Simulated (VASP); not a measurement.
## Cu: single point with r2SCAN

The system is Cu.

```
Cu
1.0
    -1.45399    1.46431    1.37398
     1.44871   -1.46799    1.37231
     1.42515    1.43915   -1.37783
Cu
1
Direct
  0.00000 0.00000 0.00000
```

- Program: VASP 6.6.1
- Task: single point
- Functional: r2SCAN
- Potentials or basis: VASP PAW PBE potentials, release 64 (Cu)
- Cutoff: 520 eV
- k mesh: 15 × 15 × 15
- Occupations: fermi-dirac, width 0.05 eV
- Spin: no spin polarisation

```yaml
Pressure: 1.1 GPa
Band_gap_on_the_k_mesh: zero (an odd number of electrons rules out a gap without spin polarisation)
```

Stress tensor (GPa, compression positive):
```
0.62 2.66 0.42
2.66 1.50 0.31
0.42 0.31 1.06
```

Levels at points of the mesh, in eV from the Fermi level:
```
           k point  band 3  band 4  band 5  band 6  band 7  band 8
(0.00, 0.00, 0.00)   -3.25   -3.12   -2.32   -2.11   25.39   26.26
```

It took 5.7 min on 1 thread of Intel(R) Xeon(R) 6975P-C (Granite Rapids), on a shared host, peak memory 0.32 GiB.

Caveat: the PAW data sets were made with another functional, which shifts forces and pressure a little.
